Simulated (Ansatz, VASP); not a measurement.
**P: VASP beside Ansatz**

```
P
1.0
     2.45277    0.00000    0.00000
     0.00000    2.45277    0.00000
     0.00000    0.00000    2.45277
P
1
Direct
  0.00000 0.00000 0.00000
```

Alike in both runs: functional revPBE; k mesh 12 × 12 × 12; occupations fermi-dirac, width 0.1 eV; no spin polarisation.

Ansatz relaxed the structure, and its values are those at the end. VASP's run is a single point on that final structure, the one shown.

|  | VASP | Ansatz |
| --- | --- | --- |
| version | VASP 6.6.1 | Ansatz 0.2.0 |
| potentials or method | VASP PAW PBE potentials, release 64 (P), cutoff 520 eV | plane waves (420 eV) with PAW, scalar-relativistic |
| valence electrons in the cell | 5 | 5 |

Ansatz gave:

* pressure (GPa): 0.0

**Question.** Which values does VASP return?

**Answer.** Pressure (GPa): -0.6.

VASP's potentials were made for PBE, not for revPBE. With one functional, cell and mesh, what is left measures potentials, basis and numerics.
